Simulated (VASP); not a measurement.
# AlNi (Cmmm) in VASP: notebook

Runs on AlNi. Level: r2SCAN. Tasks: single point.

All numbers are computed with VASP 6.6.1; they aren't measurements. Logs are shortened: lines on timing, memory, paths and dates and some standing lists are left out, and cuts for length are marked.

### Step 1. The cell of the first run

It takes space group Cmmm (No. 65, orthorhombic). Conventional cell: a = 3.673 Å, b = 3.700 Å, c = 2.936 Å, α = 90.00°, β = 90.00°, γ = 90.00°. Within 3.1 Å of Al (site symmetry mmm) lie 8 Ni at 2.35 to 2.36 Å and 6 Al at 2.61 to 2.94 Å. Ni (site symmetry mmm) has 8 Al at 2.35 to 2.36 Å and 6 Ni at 2.61 to 2.94 Å within 3.1 Å.

### Step 2. Single point, r2SCAN

Input file POSCAR:

```
AlNi
1.0
    1.8364632478     -1.8501949903      0.0000000000
    1.8364632478      1.8501949903      0.0000000000
    0.0000000000      0.0000000000      2.9359916315
Al Ni
1 1
Direct
    0.0000000000      0.0000000000      0.0000000000
    0.5000000000      0.5000000000      0.5000000000
```

Input file INCAR.step1:

```
SYSTEM = AlNi
ALGO = Normal
EDIFF = 1E-4
ENCUT = 520
GGA = PE
ISMEAR = 0
LASPH = .True.
LCHARG = .False.
LREAL = .False.
LWAVE = .True.
NBANDS = 14
NELM = 60
PREC = Accurate
SIGMA = 0.05
```

Input file INCAR.step2:

```
SYSTEM = AlNi
ALGO = Normal
EDIFF = 1E-7
ENCUT = 520
ISIF = 2
ISMEAR = 0
ISTART = 1
LASPH = .True.
LCHARG = .True.
LELF = .True.
LMIXTAU = .True.
LREAL = .False.
LVHAR = .True.
LWAVE = .False.
METAGGA = R2SCAN
NBANDS = 14
NELM = 60
PREC = Accurate
SIGMA = 0.05
```

Input file KPOINTS:

```
k-points
0
Gamma
  12 12 12
  0 0 0
```

Potentials or basis: VASP PAW PBE potentials, release 64 (Al, Ni).

Launch:

```
$ cat potpaw_PBE.64/Al/POTCAR potpaw_PBE.64/Ni/POTCAR > POTCAR
$ cp INCAR.step1 INCAR
$ mpirun -np 1 vasp_std > vasp.out
$ cp INCAR.step2 INCAR
$ mpirun -np 1 vasp_std > vasp.out
```

OUTCAR:

```text
SYSTEM = AlNi
   EDIFF = 1E-7
   ENCUT = 520
   ISIF = 2
   ISMEAR = 0
   ISTART = 1
   LASPH = .True.
   LREAL = .False.
   METAGGA = R2SCAN
   NELM = 60
   PREC = Accurate

 ion  position               nearest neighbor table
   1  0.000  0.000  0.000-   2 2.35   2 2.35   2 2.35   2 2.35   2 2.36   2 2.36   2 2.36   2 2.36

   2  0.500  0.500  0.500-   1 2.35   1 2.35   1 2.35   1 2.35   1 2.36   1 2.36   1 2.36   1 2.36

  LATTYP: Found a base centered orthorhombic cell.
 ALAT       =     3.6729264956
 B/A-ratio  =     1.0074772760
 C/A-ratio  =     0.7993603017

  Lattice vectors:

 A1 = (   1.8364632478,  -1.8501949903,   0.0000000000)
 A2 = (   1.8364632478,   1.8501949903,   0.0000000000)
 A3 = (   0.0000000000,   0.0000000000,   2.9359916315)

Analysis of symmetry for initial positions (statically):
=====================================================================
 Subroutine PRICEL returns:
 Original cell was already a primitive cell.

 Routine SETGRP: Setting up the symmetry group for a
 base centered orthorhombic supercell.

 Subroutine GETGRP returns: Found  8 space group operations
 (whereof  8 operations were pure point group operations)
 out of a pool of  8 trial point group operations.

The static configuration has the point symmetry D_2h.

Analysis of symmetry for dynamics (positions and initial velocities):
=====================================================================
 Subroutine PRICEL returns:
 Original cell was already a primitive cell.

 Routine SETGRP: Setting up the symmetry group for a
 base centered orthorhombic supercell.

 Subroutine GETGRP returns: Found  8 space group operations
 (whereof  8 operations were pure point group operations)
 out of a pool of  8 trial point group operations.

The dynamic configuration has the point symmetry D_2h.

 Subroutine INISYM returns: Found  8 space group operations
 (whereof  8 operations are pure point group operations),
 and found     1 'primitive' translations

----------------------------------------------------------------------------------------

                                     Primitive cell

  volume of cell :      19.9519

  direct lattice vectors                    reciprocal lattice vectors
     1.836463248 -1.850194990  0.000000000     0.272262459 -0.270241787  0.000000000
     1.836463248  1.850194990  0.000000000     0.272262459  0.270241787  0.000000000
     0.000000000  0.000000000  2.935991631     0.000000000  0.000000000  0.340600426

  length of vectors
     2.606879123  2.606879123  2.935991631     0.383611092  0.383611092  0.340600426

  position of ions in fractional coordinates (direct lattice)
     0.000000000  0.000000000  0.000000000
     0.500000000  0.500000000  0.500000000

  ion indices of the primitive-cell ions
   primitive index   ion index
                 1           1
                 2           2

----------------------------------------------------------------------------------------

 KPOINTS: k-points

Automatic generation of k-mesh.
 Grid dimensions read from file:
 generate k-points for:   12   12   12

 Generating k-lattice:

  Cartesian coordinates                     Fractional coordinates (reciprocal lattice)
     0.022688538 -0.022520149  0.000000000     0.083333333  0.000000000  0.000000000
     0.022688538  0.022520149  0.000000000     0.000000000  0.083333333  0.000000000
     0.000000000  0.000000000  0.028383369     0.000000000  0.000000000  0.083333333

  Length of vectors
     0.031967591  0.031967591  0.028383369

  Shift w.r.t. Gamma in fractional coordinates (k-lattice)
     0.000000000  0.000000000  0.000000000

 Subroutine IBZKPT returns following result:
 ===========================================

 Found    301 irreducible k-points:

 Following reciprocal coordinates:
            Coordinates               Weight
  0.000000  0.000000  0.000000      1.000000
  0.083333  0.000000  0.000000      4.000000
  0.166667  0.000000  0.000000      4.000000
  0.250000  0.000000  0.000000      4.000000
  0.333333  0.000000  0.000000      4.000000
  0.416667  0.000000  0.000000      4.000000
[... 16 lines left out ...]
  0.500000  0.166667  0.000000      4.000000
 -0.416667  0.166667  0.000000      4.000000
 [... further k-points ...]
   k-points           NKPTS =    301   k-points in BZ     NKDIM =    301   number of bands    NBANDS=     14
   number of dos      NEDOS =    301   number of ions     NIONS =      2
   total plane-waves  NPLWV =   9600
   dimension x,y,z NGX =    20 NGY =   20 NGZ =   24
   dimension x,y,z NGXF=    40 NGYF=   40 NGZF=   48
   ions per type =               1   1
   NGX,Y,Z   is equivalent  to a cutoff of  12.75, 12.75, 13.59 a.u.
   NGXF,Y,Z  is equivalent  to a cutoff of  25.51, 25.51, 27.18 a.u.
 SYSTEM =  AlNi
   PREC   = accura    normal or accurate (medium, high low for compatibility)
   ISTART =      1    job   : 0-new  1-cont  2-samecut
   ICHARG =      0    charge: 1-file 2-atom 10-const
   ISPIN  =      1    spin polarized calculation?
   LNONCOLLINEAR =      F non collinear calculations
   LSORBIT =      F    spin-orbit coupling
   LASPH  =      T    aspherical Exc in radial PAW
   ENCUT  =  520.0 eV  38.22 Ry    6.18 a.u.   4.85  4.85  5.46*2*pi/ulx,y,z
   NELM   =     60;   NELMIN=  2; NELMDL=  0     # of ELM steps
   EDIFF  = 0.1E-06   stopping-criterion for ELM
   LREAL  =      F    real-space projection
   EDIFFG = 0.1E-05   stopping-criterion for IOM
   NSW    =      0    number of steps for IOM
   IBRION =     -1    ionic relax: 0-MD 1-quasi-New 2-CG
   NFREE  =      0    steps in history (QN), initial steepest desc. (CG)
   ISIF   =      2    stress and relaxation
   ISYM   =      2    0-nonsym 1-usesym 2-fastsym
   POTIM  = 0.5000    time-step for ionic-motion
   TEBEG  =    0.0;   TEEND  =   0.0 temperature during run
   PSTRESS=    0.0 pullay stress
   NELECT =      13.0000    total number of electrons
   NUPDOWN=      -1.0000    fix difference up-down
   EMIN   =  10.00;   EMAX   =-10.00  energy-range for DOS
   EFERMI =   0.00;   METHOD = LEGACY
   ISMEAR =     0;   SIGMA  =   0.05  broadening in eV -4-tet -1-fermi 0-gaus
   EFERMI_NEDOS =   21; number of points for ismear=-14 and -15
   IALGO  =     38    algorithm
   IMIX   =      4    mixing-type and parameters
     AMIX     =   0.40;   BMIX     =  1.00
     AMIX_MAG =   1.60;   BMIX_MAG =  1.00
  volume/ion in A,a.u.               =       9.98        67.32
  Fermi-wavevector in a.u.,A,eV,Ry     =   1.419257  2.682007 27.406092  2.014291
  Thomas-Fermi vector in A             =   2.540297
   LORBIT       =      0    0 simple, 1 ext, 2 COOP (PROOUT), +10 PAW based schemes
   METAGGA = R2SCAN    functional components
   LHFCALC =     F    Hartree Fock is set to
   AEXX    =    0.0000 exact exchange contribution
   IVDW    =     0    specifies the selected vdW correction
   LEPSILON=     F    determine dielectric tensor
   LRPA    =     F    only Hartree local field effects (RPA)
 non-spin polarized calculation
 Gauss-broadening in eV      SIGMA  =   0.05
  energy-cutoff  :      520.00
  volume of cell :       19.95
 maximum number of plane-waves:       550
   NGX =  9   NGY =  9   NGZ = 11

 number of electron      13.0000003 magnetization

 Free energy of the ion-electron system (eV)
  ---------------------------------------------------
  ext. energy  EPLUGINS =         0.00000000
  ---------------------------------------------------
  free energy    TOTEN  =       -19.62560184 eV

  energy without entropy =      -19.62461520  energy(sigma->0) =      -19.62510852

 E-fermi :  12.4496     XC(G=0): -14.0014

 val. band max:       12.4307690105   @ k =  -0.4167   0.1667   0.1667
 cond. band min:      12.4625498952   @ k =   0.4167   0.1667   0.2500
 fundamental gap:      0.0317808847
 Fermi energy:        12.4495717753

 k-point     1 :       0.0000    0.0000    0.0000
  band No.  band energies     occupation
      1      -0.6798      2.00000
      2       7.9580      2.00000
      3       8.2159      2.00000
      4      10.3530      2.00000
      5      10.3769      2.00000
      6      10.7046      2.00000
      7      16.0726      0.00000
      8      20.5307      0.00000
      9      21.0192      0.00000
     10      21.0519      0.00000
     11      22.0315      0.00000
     12      31.6195      0.00000
     13      35.9769      0.00000
     14      35.9793      0.00000

 k-point     2 :       0.0833    0.0000    0.0000
  band No.  band energies     occupation
      1      -0.5151      2.00000
      2       8.0076      2.00000
      3       8.2359      2.00000
      4      10.2370      2.00000
      5      10.3768      2.00000
      6      10.6339      2.00000
      7      16.3257      0.00000
      8      18.8611      0.00000
      9      20.7291      0.00000
     10      21.2315      0.00000
     11      23.7685      0.00000
     12      32.2306      0.00000
     13      33.9468      0.00000
     14      35.9974      0.00000

 k-point     3 :       0.1667    0.0000    0.0000
  band No.  band energies     occupation
      1      -0.0256      2.00000
      2       8.1140      2.00000
      3       8.2795      2.00000
      4       9.9264      2.00000
      5      10.4057      2.00000
      6      10.4480      2.00000
      7      16.4699      0.00000
      8      17.0173      0.00000
      9      20.7597      0.00000
     10      21.7944      0.00000
     11      25.4709      0.00000
     12      31.4005      0.00000
     13      33.9128      0.00000
     14      34.7159      0.00000

 k-point     4 :       0.2500    0.0000    0.0000
  band No.  band energies     occupation
      1       0.7737      2.00000
      2       8.0072      2.00000
      3       8.4206      2.00000
      4       9.5610      2.00000
      5      10.2096      2.00000
      6      10.4464      2.00000
      7      14.3947      0.00000
      8      18.0206      0.00000
      9      20.8202      0.00000
     10      22.6631      0.00000
     11      26.7431      0.00000
     12      28.9985      0.00000
     13      32.3696      0.00000
     14      32.9616      0.00000

 k-point     5 :       0.3333    0.0000    0.0000
  band No.  band energies     occupation
      1       1.8556      2.00000
      2       7.3949      2.00000
      3       8.6222      2.00000
      4       9.2429      2.00000
      5       9.9862      2.00000
      6      10.4874      2.00000
      7      12.9664      0.00000
      8      19.2275      0.00000
      9      20.8934      0.00000
     10      23.7633      0.00000
     11      26.8248      0.00000
[... 276 lines left out ...]
 k-point    22 :       0.4167    0.1667    0.0000
  band No.  band energies     occupation
      1       3.7530      2.00000
      2       6.5367      2.00000
      3       8.9547      2.00000
      4       9.1094      2.00000
      5       9.7132      2.00000
      6      10.1603      2.00000
      7      12.3330      1.99902
      8      19.7388      0.00000
      9      21.4651      0.00000
     10      22.3141      0.00000
     11      25.3456      0.00000
     12      26.0800      0.00000
     13      28.8721      0.00000
     14      33.3710      0.00000

 k-point    23 :       0.5000    0.1667    0.0000
  band No.  band energies     occupation
      1       5.0178      2.00000
      2       5.2986      2.00000
      3       9.0394      2.00000
      4       9.0573      2.00000
      5       9.6552      2.00000
      6      10.1739      2.00000
      7      12.1006      2.00000
      8      20.4182      0.00000
      9      21.7896      0.00000
     10      22.3716      0.00000
     11      24.2566      0.00000
     12      25.9917      0.00000
     13      28.2725      0.00000
     14      33.6430      0.00000

 k-point    24 :      -0.4167    0.1667    0.0000
  band No.  band energies     occupation
      1       3.7111      2.00000
      2       6.5731      2.00000
      3       8.9696      2.00000
      4       9.1114      2.00000
      5       9.7061      2.00000
      6      10.1601      2.00000
      7      12.3407      1.99792
      8      19.8928      0.00000
      9      21.4185      0.00000
     10      22.1881      0.00000
     11      25.4032      0.00000
     12      25.9692      0.00000
     13      28.9086      0.00000
     14      33.4519      0.00000

 [... further k-points ...]

------------------------ aborting loop because EDIFF is reached ----------------------------------------

  FORCE on cell =-STRESS in cart. coord.  units (eV):
  Direction    XX          YY          ZZ          XY          YZ          ZX
  --------------------------------------------------------------------------------------
  -------------------------------------------------------------------------------------
  Total        5.8240544      5.4694080      4.0860675      0.0000000      0.0000000      0.0000000
  in kB      467.6828633    439.2040687    328.1191462      0.0000000      0.0000000      0.0000000
  external PRESSURE =     411.6686928 kB  Pullay stress =       0.0000000 kB

 VOLUME and BASIS-vectors are now :
 -----------------------------------------------------------------------------
  energy-cutoff  :      520.00
  volume of cell :       19.95
      direct lattice vectors                 reciprocal lattice vectors
     1.836463248 -1.850194990  0.000000000     0.272262459 -0.270241787  0.000000000
     1.836463248  1.850194990  0.000000000     0.272262459  0.270241787  0.000000000
     0.000000000  0.000000000  2.935991631     0.000000000  0.000000000  0.340600426

 POSITION                                       TOTAL-FORCE (eV/Angst)
 -----------------------------------------------------------------------------------
      0.00000      0.00000      0.00000        -0.000000      0.000000      0.000000
      1.83646      0.00000      1.46800         0.000000     -0.000000      0.000000
 -----------------------------------------------------------------------------------
    total drift:                                0.000000      0.000000      0.000000

  FREE ENERGIE OF THE ION-ELECTRON SYSTEM (eV)
  ---------------------------------------------------
  free  energy   TOTEN  =       -19.6256018426 eV

  energy  without entropy=      -19.6246151976  energy(sigma->0) =      -19.62510852
```

It took 5.7 min on 1 thread of Intel Xeon 8259CL, shared host; peak memory 0.2 GiB.

What came out:

* Free energy: -19.6256 eV
* Pressure: 41.2 GPa
* Band gap on the k mesh: zero (an odd number of electrons rules out a gap without spin polarisation)

Levels at points of the mesh, in eV from the Fermi level:
```csv
k point,band 5,band 6,band 7,band 8,band 9,band 10
"(0.00, 0.00, 0.00)",-2.07,-1.74,3.62,8.08,8.57,8.60
"(0.50, 0.00, 0.00)",-2.67,-1.92,-0.32,8.53,8.83,11.57
"(0.50, 0.50, 0.00)",-2.96,-2.81,-0.98,2.77,4.60,13.43
"(0.00, 0.00, 0.50)",-2.62,-1.69,-1.51,9.00,12.89,12.92
"(0.50, 0.00, 0.50)",-2.60,-2.43,-1.52,1.77,3.22,16.97
"(0.50, 0.50, 0.50)",-0.96,1.66,2.06,2.21,5.03,5.14
```

Caveat: the cell stands under pressure; the PAW data sets were made with another functional, which shifts forces and pressure a little. Spin polarisation is off, so any magnetic state and its effect on volume and gap are missing.

### Step 3. Single point, r2SCAN

This run uses another cell than the first one, of 11.74 Å³/atom.

Input file POSCAR:

```
AlNi
1.0
    1.9386940000     -1.9531901500      0.0000000000
    1.9386940000      1.9531901500      0.0000000000
    0.0000000000      0.0000000000      3.0994300413
Al Ni
1 1
Direct
    0.0000000000      0.0000000000      0.0000000000
    0.5000000000      0.5000000000      0.5000000000
```

Input file INCAR.step1:

```
SYSTEM = AlNi
ALGO = Normal ; EDIFF = 1E-4
ENCUT = 520 ; GGA = PE
ISMEAR = 0 ; LASPH = .True.
LCHARG = .False. ; LREAL = .False.
LWAVE = .True. ; NBANDS = 14
NELM = 80 ; PREC = Accurate
SIGMA = 0.05
```

Input file INCAR.step2:

```
SYSTEM = AlNi
ALGO = Normal ; EDIFF = 1E-6
ENCUT = 520 ; ISIF = 2
ISMEAR = 0 ; ISTART = 1
LASPH = .True. ; LCHARG = .True.
LELF = .True. ; LMIXTAU = .True.
LREAL = .False. ; LVHAR = .True.
LWAVE = .False. ; METAGGA = R2SCAN
NBANDS = 14 ; NELM = 80
PREC = Accurate ; SIGMA = 0.05
```

KPOINTS is that of step 2.

Potentials or basis: VASP PAW PBE potentials, release 64 (Al, Ni).

Launch:

```
$ cat potpaw_PBE.64/Al/POTCAR potpaw_PBE.64/Ni/POTCAR > POTCAR
$ cp INCAR.step1 INCAR
$ mpirun -np 1 vasp_std > vasp.out
$ cp INCAR.step2 INCAR
$ mpirun -np 1 vasp_std > vasp.out
```

Wall time 5.5 min (1 thread of Intel Xeon 8259CL, shared host); peak memory 0.22 GiB.

The run converged. Its results:

- Free energy: -20.0234 eV
- Pressure: 0.4 GPa
- Band gap on the k mesh: zero (an odd number of electrons rules out a gap without spin polarisation)

Stress tensor (GPa, compression positive):
```
 3.98  0.00  0.00
 0.00  2.11  0.00
 0.00  0.00 -4.83
```

Levels at points of the mesh, in eV from the Fermi level:
| k point | band 4 | band 5 | band 6 | band 7 | band 8 | band 9 | band 10 | band 11 |
| --- | --- | --- | --- | --- | --- | --- | --- | --- |
| (0.00, 0.00, 0.00) | -1.67 | -1.66 | -1.40 | 3.19 | 7.45 | 7.57 | 7.62 | 9.02 |
| (0.50, 0.00, 0.00) | -2.81 | -2.14 | -1.54 | -0.30 | 8.24 | 8.34 | 10.00 | 12.31 |
| (0.50, 0.50, 0.00) | -2.50 | -2.49 | -2.45 | -0.79 | 2.37 | 3.59 | 11.71 | 14.33 |
| (0.00, 0.00, 0.50) | -2.13 | -2.10 | -1.36 | -1.25 | 8.82 | 11.87 | 11.91 | 12.31 |
| (0.50, 0.00, 0.50) | -3.05 | -2.06 | -1.93 | -1.23 | 1.47 | 2.44 | 14.74 | 16.36 |
| (0.50, 0.50, 0.50) | -1.20 | -0.78 | 1.90 | 2.18 | 2.31 | 4.27 | 4.37 | 4.74 |

Caveat: the PAW data sets were made with another functional, which shifts forces and pressure a little. Spin polarisation is off, so any magnetic state and its effect on volume and gap are missing.
